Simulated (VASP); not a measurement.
Here is a VASP 6.6.1 calculation.

The input INCAR:

```
SYSTEM = As
PREC = Accurate ; ENCUT = 520
EDIFF = 1E-7 ; ISMEAR = -1
SIGMA = 0.06122561905347299 ; LREAL = .False.
LASPH = .True. ; NELM = 60
ALGO = Normal ; ISIF = 2
LWAVE = .False. ; LCHARG = .False.
GGA = PE ; NBANDS = 12
```

The input KPOINTS:

```
regular mesh
0
Gamma
  31 31 31
  0 0 0
```

The input POSCAR:

```
As
1.0
    0.0000000000      3.0963714063      3.0963714063
    3.0963714063      0.0000000000      3.0963714063
    3.0963714063      3.0963714063      0.0000000000
As
2
Direct
    0.0000000000      0.0000000000      0.0000000000
    0.2500000000      0.2500000000      0.2500000000
```

Potentials or basis: VASP PAW PBE potentials, release 64 (As).

The run is started by

```console
$ cat potpaw_PBE.64/As/POTCAR > POTCAR
$ mpirun -np 1 vasp_std > vasp.out
```

(1) What does it give for the band gap on the k mesh?

(2) Predict the pressure.

Results:

(1) zero (bands 5 and 6 overlap by 1.33 eV).

(2) -1.7 GPa.
